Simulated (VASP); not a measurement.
C: electric field gradients with PBE

C:

```xyz
2
Lattice="0.0000 1.7834 1.8012 1.7834 0.0000 1.8012 1.7834 1.7834 0.0000" Properties=species:S:1:pos:R:3 pbc="T T T"
C     1.7834    1.7834    1.8012
C     2.6751    2.6751    2.7019
```

This cell differs from its parent crystal: zz strain of +1 %.

* Program: VASP 6.6.1
* Task: electric field gradients
* Functional: PBE
* Potentials or basis: VASP PAW PBE potentials, release 64 (C)
* Cutoff: 520 eV
* k mesh: 20 × 20 × 20
* Occupations: fermi-dirac, width 0.08 eV
* Spin: no spin polarisation
* Dipole correction: no
* Further INCAR settings: ALGO = Normal; EDIFF = 1e-08; NBANDS = 11

```
Pressure               : -1.9 GPa
Band gap on the k mesh : 3.98 eV, indirect (least direct gap 5.47 eV)
```

Stress tensor (GPa, compression positive):
```
 1.19  0.00  0.00
 0.00  1.19  0.00
 0.00  0.00 -8.06
```

Levels at points of the mesh, in eV from the valence-band top:
| k point | band 1 | band 2 | band 3 | band 4 | band 5 | band 6 | band 7 | band 8 |
| --- | --- | --- | --- | --- | --- | --- | --- | --- |
| (0.00, 0.00, 0.00) | -21.39 | -0.15 | 0.00 | 0.00 | 5.47 | 5.47 | 5.60 | 13.05 |
| (0.50, 0.00, 0.00) | -15.67 | -13.31 | -2.91 | -2.74 | 8.25 | 8.41 | 8.74 | 15.56 |
| (0.50, 0.50, 0.00) | -12.84 | -12.84 | -6.19 | -6.19 | 4.84 | 4.84 | 16.57 | 16.57 |
| (0.50, 0.00, 0.50) | -12.69 | -12.69 | -6.34 | -6.34 | 4.61 | 4.61 | 16.62 | 16.62 |

Electric field gradients, principal values (V/Å²):
| atom | least | middle | greatest (by size) |
| --- | --- | --- | --- |
| 1 C | -0.192 | -0.192 | 0.384 |
| 2 C | -0.192 | -0.192 | 0.384 |

Run time: 29 s on 1 thread of Intel(R) Xeon(R) 6975P-C (Granite Rapids) (shared host), peak memory 0.17 GiB.

Caveat: the cell differs from its parent crystal (zz strain of +1 %); without QUAD_EFG the Cq values of the log hold for a quadrupole moment of 1 mb, not for the nuclei. A k mesh can miss the band edges.
